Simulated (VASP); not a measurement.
# TaN (P6_3mc) in VASP: a series of runs, part 2 of 3

VASP 6.6.1. Earlier steps stand in the parts before.

## Step 3: Single point, r2SCAN

POSCAR reads:

```
TaN
1.0
    2.8181034155      0.0000000000      0.0000000000
   -1.4090517078      2.4405491483      0.0000000000
    0.0000000000      0.0000000000      5.9706549210
Ta N
2 2
Direct
    0.3333333333      0.6666666667      0.0373623223
    0.6666666667      0.3333333333      0.5373623223
    0.3333333333      0.6666666667      0.3476376777
    0.6666666667      0.3333333333      0.8476376777
```

INCAR.step1 reads:

```
SYSTEM = TaN
PREC = Accurate
ENCUT = 520
ISMEAR = 0
SIGMA = 0.1
LREAL = .FALSE.
LASPH = .TRUE.
NELM = 100
NBANDS = 24
GGA = PE
ALGO = Normal
EDIFF = 1E-4
LWAVE = .TRUE.
LCHARG = .FALSE.
```

INCAR.step2 reads:

```
SYSTEM = TaN
PREC = Accurate
ENCUT = 520
EDIFF = 1E-6
ISMEAR = 0
SIGMA = 0.1
LREAL = .FALSE.
LASPH = .TRUE.
NELM = 100
ALGO = Normal
ISIF = 2
LWAVE = .FALSE.
LCHARG = .FALSE.
METAGGA = R2SCAN
LMIXTAU = .TRUE.
NBANDS = 24
ISTART = 1
```

KPOINTS reads:

```
Automatic mesh
0
G
  18 18 8
  0 0 0
```

Potentials or basis: VASP PAW PBE potentials, release 64 (Ta_pv, N).

On the command line:

```bash
cat potpaw_PBE.64/Ta_pv/POTCAR potpaw_PBE.64/N/POTCAR > POTCAR
cp INCAR.step1 INCAR
mpirun -np 1 vasp_std > vasp.out
cp INCAR.step2 INCAR
mpirun -np 1 vasp_std > vasp.out
```

OUTCAR:

```text
SYSTEM = TaN
   PREC = Accurate
   ENCUT = 520
   EDIFF = 1E-6
   ISMEAR = 0
   LREAL = .FALSE.
   LASPH = .TRUE.
   NELM = 100
   ISIF = 2
   METAGGA = R2SCAN
   ISTART = 1

 ion  position               nearest neighbor table
   1  0.333  0.667  0.037-   3 1.85   4 1.98   4 1.98   4 1.98   2 3.40   2 3.40   2 3.40   2 3.40
                             2 3.40   2 3.40
   2  0.667  0.333  0.537-   4 1.85   3 1.98   3 1.98   3 1.98   1 3.40   1 3.40   1 3.40   1 3.40
                             1 3.40   1 3.40
   3  0.333  0.667  0.348-   1 1.85   2 1.98   2 1.98   2 1.98
   4  0.667  0.333  0.848-   2 1.85   1 1.98   1 1.98   1 1.98

  LATTYP: Found a hexagonal cell.
 ALAT       =     2.8181034155
 C/A-ratio  =     2.1186784304

  Lattice vectors:

 A1 = (   2.8181034155,   0.0000000000,   0.0000000000)
 A2 = (  -1.4090517078,   2.4405491483,   0.0000000000)
 A3 = (   0.0000000000,   0.0000000000,   5.9706549210)

Analysis of symmetry for initial positions (statically):
=====================================================================
 Subroutine PRICEL returns:
 Original cell was already a primitive cell.

 Routine SETGRP: Setting up the symmetry group for a
 hexagonal supercell.

 Subroutine GETGRP returns: Found 12 space group operations
 (whereof  6 operations were pure point group operations)
 out of a pool of 24 trial point group operations.

The static configuration has the point symmetry C_3v.
 The point group associated with its full space group is C_6v.

Analysis of symmetry for dynamics (positions and initial velocities):
=====================================================================
 Subroutine PRICEL returns:
 Original cell was already a primitive cell.

 Routine SETGRP: Setting up the symmetry group for a
 hexagonal supercell.

 Subroutine GETGRP returns: Found 12 space group operations
 (whereof  6 operations were pure point group operations)
 out of a pool of 24 trial point group operations.

The dynamic configuration has the point symmetry C_3v.
 The point group associated with its full space group is C_6v.

 Subroutine INISYM returns: Found 12 space group operations
 (whereof  6 operations are pure point group operations),
 and found     1 'primitive' translations

----------------------------------------------------------------------------------------

                                     Primitive cell

  volume of cell :      41.0645

  direct lattice vectors                    reciprocal lattice vectors
     2.818103415  0.000000000  0.000000000     0.354848582  0.204871924  0.000000000
    -1.409051708  2.440549148  0.000000000     0.000000000  0.409743848  0.000000000
     0.000000000  0.000000000  5.970654921     0.000000000  0.000000000  0.167485814

  length of vectors
     2.818103415  2.818103416  5.970654921     0.409743848  0.409743848  0.167485814

  position of ions in fractional coordinates (direct lattice)
     0.333333333  0.666666667  0.037362322
     0.666666667  0.333333333  0.537362322
     0.333333333  0.666666667  0.347637678
     0.666666667  0.333333333  0.847637678

  ion indices of the primitive-cell ions
   primitive index   ion index
                 1           1
                 2           2
                 3           3
                 4           4

[... 30 lines left out ...]
  0.111111  0.000000  0.000000      6.000000
  0.166667  0.000000  0.000000      6.000000
  0.222222  0.000000  0.000000      6.000000
  0.277778  0.000000  0.000000      6.000000
[... 16 lines left out ...]
  0.333333  0.111111  0.000000     12.000000
  0.388889  0.111111  0.000000     12.000000
 [... further k-points ...]
   k-points           NKPTS =    185   k-points in BZ     NKDIM =    185   number of bands    NBANDS=     24
   number of dos      NEDOS =    301   number of ions     NIONS =      4
   total plane-waves  NPLWV =  27648
   dimension x,y,z NGX =    24 NGY =   24 NGZ =   48
   dimension x,y,z NGXF=    48 NGYF=   48 NGZF=   96
   ions per type =               2   2
   NGX,Y,Z   is equivalent  to a cutoff of  14.16, 14.16, 13.37 a.u.
   NGXF,Y,Z  is equivalent  to a cutoff of  28.32, 28.32, 26.73 a.u.
 SYSTEM =  TaN
   PREC   = accura    normal or accurate (medium, high low for compatibility)
   ISTART =      1    job   : 0-new  1-cont  2-samecut
   ICHARG =      0    charge: 1-file 2-atom 10-const
   ISPIN  =      1    spin polarized calculation?
   LNONCOLLINEAR =      F non collinear calculations
   LSORBIT =      F    spin-orbit coupling
   LASPH  =      T    aspherical Exc in radial PAW
   ENCUT  =  520.0 eV  38.22 Ry    6.18 a.u.   5.24  5.24 11.10*2*pi/ulx,y,z
   NELM   =    100;   NELMIN=  2; NELMDL=  0     # of ELM steps
   EDIFF  = 0.1E-05   stopping-criterion for ELM
   LREAL  =      F    real-space projection
   EDIFFG = 0.1E-04   stopping-criterion for IOM
   NSW    =      0    number of steps for IOM
   IBRION =     -1    ionic relax: 0-MD 1-quasi-New 2-CG
   NFREE  =      0    steps in history (QN), initial steepest desc. (CG)
   ISIF   =      2    stress and relaxation
   ISYM   =      2    0-nonsym 1-usesym 2-fastsym
   POTIM  = 0.5000    time-step for ionic-motion
   TEBEG  =    0.0;   TEEND  =   0.0 temperature during run
   PSTRESS=    0.0 pullay stress
   NELECT =      32.0000    total number of electrons
   NUPDOWN=      -1.0000    fix difference up-down
   EMIN   =  10.00;   EMAX   =-10.00  energy-range for DOS
   EFERMI =   0.00;   METHOD = LEGACY
   ISMEAR =     0;   SIGMA  =   0.10  broadening in eV -4-tet -1-fermi 0-gaus
   EFERMI_NEDOS =   21; number of points for ismear=-14 and -15
   IALGO  =     38    algorithm
   IMIX   =      4    mixing-type and parameters
     AMIX     =   0.40;   BMIX     =  1.00
     AMIX_MAG =   1.60;   BMIX_MAG =  1.00
  volume/ion in A,a.u.               =      10.27        69.28
  Fermi-wavevector in a.u.,A,eV,Ry     =   1.506501  2.846874 30.879026  2.269544
  Thomas-Fermi vector in A             =   2.617210
   LORBIT       =      0    0 simple, 1 ext, 2 COOP (PROOUT), +10 PAW based schemes
   METAGGA = R2SCAN    functional components
   LHFCALC =     F    Hartree Fock is set to
   AEXX    =    0.0000 exact exchange contribution
   IVDW    =     0    specifies the selected vdW correction
   LEPSILON=     F    determine dielectric tensor
   LRPA    =     F    only Hartree local field effects (RPA)
 non-spin polarized calculation
 Gauss-broadening in eV      SIGMA  =   0.10
  energy-cutoff  :      520.00
  volume of cell :       41.06
 maximum number of plane-waves:      1125
 NGX is ok and might be reduce to    24
   NGX = 11   NGY = 11   NGZ = 23

 number of electron      32.0000003 magnetization

 Free energy of the ion-electron system (eV)
  ---------------------------------------------------
  ext. energy  EPLUGINS =         0.00000000
  ---------------------------------------------------
  free energy    TOTEN  =      -116.44484637 eV

  energy without entropy =     -116.44364597  energy(sigma->0) =     -116.44424617

 E-fermi :   8.7348     XC(G=0): -14.4646

 val. band max:        8.6797560558   @ k =   0.0556   0.0556   0.2500
 cond. band min:       8.7933202840   @ k =   0.0556   0.0556   0.0000
 fundamental gap:      0.1135642283
 Fermi energy:         8.7348072793

 k-point     1 :       0.0000    0.0000    0.0000
  band No.  band energies     occupation
      1     -28.1746      2.00000
      2     -27.4486      2.00000
      3     -26.6441      2.00000
      4     -26.6441      2.00000
      5     -26.5977      2.00000
      6     -26.5977      2.00000
[... 637 lines left out ...]
     23      16.7648      0.00000
     24      17.5626      0.00000

 [... further k-points ...]

------------------------ aborting loop because EDIFF is reached ----------------------------------------

  FORCE on cell =-STRESS in cart. coord.  units (eV):
  Direction    XX          YY          ZZ          XY          YZ          ZX
  --------------------------------------------------------------------------------------
  -------------------------------------------------------------------------------------
  Total       23.7986705     23.7986705     24.2508744     -0.0000000      0.0000000     -0.0000000
  in kB      928.5318867    928.5318867    946.1751318     -0.0000000      0.0000000     -0.0000000
  external PRESSURE =     934.4129684 kB  Pullay stress =       0.0000000 kB

 VOLUME and BASIS-vectors are now :
 -----------------------------------------------------------------------------
  energy-cutoff  :      520.00
  volume of cell :       41.06
      direct lattice vectors                 reciprocal lattice vectors
     2.818103415  0.000000000  0.000000000     0.354848582  0.204871924  0.000000000
    -1.409051708  2.440549148  0.000000000     0.000000000  0.409743848  0.000000000
     0.000000000  0.000000000  5.970654921     0.000000000  0.000000000  0.167485814

 POSITION                                       TOTAL-FORCE (eV/Angst)
 -----------------------------------------------------------------------------------
     -0.00000      1.62703      0.22308        -0.000000      0.000000     -0.034014
      1.40905      0.81352      3.20840         0.000000     -0.000000     -0.034014
     -0.00000      1.62703      2.07562        -0.000000      0.000000      0.034014
      1.40905      0.81352      5.06095         0.000000     -0.000000      0.034014
 -----------------------------------------------------------------------------------
    total drift:                               -0.000000     -0.000000     -0.000657

  FREE ENERGIE OF THE ION-ELECTRON SYSTEM (eV)
  ---------------------------------------------------
  free  energy   TOTEN  =      -116.4448463651 eV

  energy  without entropy=     -116.4436459685  energy(sigma->0) =     -116.44424617
```

Run time: 6.5 min. Hardware: 1 thread of AMD EPYC 9R45 (Zen 5), shared host; peak memory 0.26 GiB.

What came out:

```
Free energy            : -116.4448 eV
Pressure               : 93.4 GPa
Largest force          : 0.034 eV/Å
Band gap on the k mesh : 0.11 eV (least direct gap 0.17 eV)
```

Forces on the atoms (eV/Å):
```
Ta   0.000  0.000 -0.034
Ta   0.000  0.000 -0.034
N    0.000  0.000  0.034
N    0.000  0.000  0.034
```

Levels at points of the mesh, in eV from the valence-band top:
| k point | band 13 | band 14 | band 15 | band 16 | band 17 | band 18 | band 19 | band 20 |
| --- | --- | --- | --- | --- | --- | --- | --- | --- |
| (0.00, 0.00, 0.00) | -4.73 | -4.73 | -1.62 | -0.56 | 0.56 | 0.56 | 3.10 | 3.10 |
| (0.50, 0.00, 0.00) | -5.15 | -3.79 | -3.53 | -0.26 | 1.64 | 3.44 | 3.78 | 6.04 |
| (0.00, 0.00, 0.50) | -5.33 | -5.33 | -0.29 | -0.29 | 1.46 | 1.46 | 1.46 | 1.46 |
| (0.50, 0.00, 0.50) | -5.32 | -5.32 | -1.65 | -1.65 | 2.43 | 2.43 | 5.65 | 5.65 |

Caveat: the cell stands under pressure; the PAW data sets were made with another functional, which shifts forces and pressure a little; spin-orbit coupling is left out, which moves the levels of the heavy elements. A k mesh can miss the band edges.

## Step 4: Single point, r2SCAN

This run uses another cell than the first one, of 11.15 Å³/atom.

POSCAR reads:

```
TaN
1.0
    2.9302671209      0.0000000000      0.0000000000
   -1.4651335605      2.5376857665      0.0000000000
    0.0000000000      0.0000000000      6.0002138913
Ta N
2 2
Direct
    0.3333333333      0.6666666667      0.0349434788
    0.6666666667      0.3333333333      0.5349434788
    0.3333333333      0.6666666667      0.3500565212
    0.6666666667      0.3333333333      0.8500565212
```

INCAR.step1 reads:

```
PREC     = Accurate       # precision mode
ENCUT    = 520            # plane-wave cutoff, eV
ISMEAR   = 0              # smearing method
SIGMA    = 0.1            # smearing width, eV
LREAL    = False          # projectors in reciprocal space
LASPH    = True           # aspherical terms in the spheres
NELM     = 100            # most SCF steps
NBANDS   = 24             # bands
GGA      = PE             # functional
ALGO     = Normal         # electronic algorithm
EDIFF    = 1E-4           # SCF threshold, eV
LWAVE    = True           # write WAVECAR
LCHARG   = False          # write CHGCAR
```

INCAR.step2 reads:

```
PREC     = Accurate       # precision mode
ENCUT    = 520            # plane-wave cutoff, eV
EDIFF    = 1E-6           # SCF threshold, eV
ISMEAR   = 0              # smearing method
SIGMA    = 0.1            # smearing width, eV
LREAL    = False          # projectors in reciprocal space
LASPH    = True           # aspherical terms in the spheres
NELM     = 100            # most SCF steps
ALGO     = Normal         # electronic algorithm
ISIF     = 2              # what is computed and relaxed
LWAVE    = False          # write WAVECAR
LCHARG   = False          # write CHGCAR
METAGGA  = R2SCAN         # meta-GGA
LMIXTAU  = True         
NBANDS   = 24             # bands
ISTART   = 1
```

KPOINTS reads:

```
regular mesh
0
Gamma
  18 18 8
```

On the command line:

```bash
cat potpaw_PBE.64/Ta_pv/POTCAR potpaw_PBE.64/N/POTCAR > POTCAR
cp INCAR.step1 INCAR
mpirun -np 1 vasp_std > vasp.out
cp INCAR.step2 INCAR
mpirun -np 1 vasp_std > vasp.out
```

It took 6.5 min on 1 thread of AMD EPYC 9R45 (Zen 5), shared host; peak memory 0.27 GiB.

Results (log left out):

* Free energy: -118.0354 eV
* Pressure: 52.4 GPa
* Largest force: 0.044 eV/Å
* Band gap on the k mesh: zero (bands 16 and 17 overlap by 0.03 eV)

Forces on the atoms (eV/Å):
```
Ta   0.000  0.000 -0.044
Ta   0.000  0.000 -0.044
N    0.000  0.000  0.044
N    0.000  0.000  0.044
```

Stress tensor (GPa, compression positive):
```
51.90  0.00  0.00
 0.00 51.90  0.00
 0.00  0.00 53.31
```

Levels at points of the mesh, in eV from the Fermi level:
```
           k point  band 14  band 15  band 16  band 17  band 18  band 19
(0.00, 0.00, 0.00)    -4.87    -1.30    -0.70     0.39     0.39     2.94
(0.50, 0.00, 0.00)    -3.95    -3.12    -0.45     1.44     2.99     3.40
(0.00, 0.00, 0.50)    -5.45    -0.13    -0.13     1.28     1.28     1.28
(0.50, 0.00, 0.50)    -5.34    -1.41    -1.41     2.01     2.01     4.77
```

Caveat: the cell stands under pressure; the PAW data sets were made with another functional, which shifts forces and pressure a little; spin-orbit coupling is left out, which moves the levels of the heavy elements.

(Part 2 of 3 ends here.)

The gap in the log of VASP goes by the Fermi energy; the results here count the filled bands.